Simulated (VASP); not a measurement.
**Au: single point with PBE**

Au:

```
Au
1.0
     0.00000    2.03500    1.95360
     2.03500    0.00000    1.95360
     2.03500    2.03500    0.00000
Au
1
Direct
  0.00000 0.00000 0.00000
```

```
Program             : VASP 6.6.1
Task                : single point
Functional          : PBE
Potentials or basis : VASP PAW PBE potentials, release 64 (Au)
Cutoff              : 520 eV
k mesh              : 10 × 10 × 10
Occupations         : fermi-dirac, width 0.05 eV
Spin                : no spin polarisation
```

```json
{"Pressure": "20.1 GPa"}
```

Stress tensor (GPa, compression positive):
```
20.23  0.00  0.00
 0.00 20.23  0.00
 0.00  0.00 19.82
```

Levels at points of the mesh, in eV from the Fermi level:
| k point | band 3 | band 4 | band 5 | band 6 | band 7 | band 8 | band 9 | band 10 |
| --- | --- | --- | --- | --- | --- | --- | --- | --- |
| (0.00, 0.00, 0.00) | -5.10 | -4.71 | -3.53 | -3.12 | 14.47 | 18.48 | 18.48 | 19.30 |
| (0.50, 0.00, 0.00) | -4.83 | -2.10 | -1.90 | -1.19 | 3.38 | 13.85 | 17.09 | 18.05 |
| (0.50, 0.50, 0.00) | -2.05 | -1.63 | -1.63 | 1.39 | 6.89 | 9.68 | 9.68 | 17.38 |
| (0.50, 0.00, 0.50) | -2.06 | -1.80 | -1.52 | 0.65 | 5.90 | 10.36 | 10.50 | 18.05 |

Wall time 27 s on 1 thread of Intel Xeon 8259CL (shared host), peak memory 0.15 GiB.

Caveat: spin-orbit coupling is left out, which moves the levels of the heavy elements.
